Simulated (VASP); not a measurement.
Set up this calculation in VASP 6.6.1, as the native input.

```yaml
Task: single point
Functional: PBE
Potentials_or_basis: VASP PAW PBE potentials, release 64 (Ir)
Cutoff: 520 eV
k_mesh: 12 × 12 × 12
Occupations: gaussian, width 0.05 eV
Spin: non-collinear spin, zero start, spin-orbit coupling
Starting_moments: "[[0.0, 0.0, 0.0]] μB"
Hubbard_terms: Ir d U = 5.0 eV
Dipole_correction: no
Further_INCAR_settings: ALGO = Normal; EDIFF = 1e-06; NBANDS = 20
```

The structure of Ir lies in POSCAR:

```
Ir
1.0
    0.0000000000      1.9200010851      1.9200010851
    1.9200010851      0.0000000000      1.9200010851
    1.9200010851      1.9200010851      0.0000000000
Ir
1
Direct
    0.0000000000      0.0000000000      0.0000000000
```

One way to write it, as run:

INCAR

```
SYSTEM = Ir
PREC     = Accurate       ! precision mode
ENCUT    = 520            ! plane-wave cutoff, eV
EDIFF    = 1E-6           ! SCF threshold, eV
ISMEAR   = 0              ! smearing method
SIGMA    = 0.05           ! smearing width, eV
LREAL    = .FALSE.        ! projectors in reciprocal space
LASPH    = .TRUE.         ! aspherical terms in the spheres
NELM     = 150            ! most SCF steps
ALGO     = Normal         ! electronic algorithm
ISIF     = 2              ! what is computed and relaxed
LWAVE    = .FALSE.        ! write WAVECAR
LCHARG   = .TRUE.         ! write CHGCAR
MAGMOM   = 0 0 0          ! initial moments
LORBIT   = 11             ! projections on sites
LSORBIT  = .TRUE.         ! spin-orbit coupling
GGA_COMPAT= .FALSE.      
LORBMOM  = .TRUE.       
LMAXMIX  = 4              ! l up to which the mixer works
LDAU     = .TRUE.         ! DFT+U
LDAUTYPE = 2            
LDAUL    = 2              ! shell
LDAUU    = 5              ! U, eV
LDAUJ    = 0            
LDAUPRINT= 1            
GGA      = PE             ! functional
LVHAR    = .TRUE.       
NBANDS   = 20             ! bands
```

KPOINTS

```
Automatic mesh
0
G
  12 12 12
  0 0 0
```

Potentials or basis: VASP PAW PBE potentials, release 64 (Ir).

Launch:

```sh
$ cat potpaw_PBE.64/Ir/POTCAR > POTCAR
$ mpirun -np 1 vasp_ncl > vasp.out
```

It gave:

The pressure is -8.1 GPa and the net moment is 0.00 μB per cell. The valence electrons inside the program's atomic spheres are Ir 8.70.

Caveat: the U is typed as a test and isn't derived for this compound.

Run time: 85 s on 1 thread of AMD EPYC 7R13, on a shared host, peak memory 0.15 GiB.
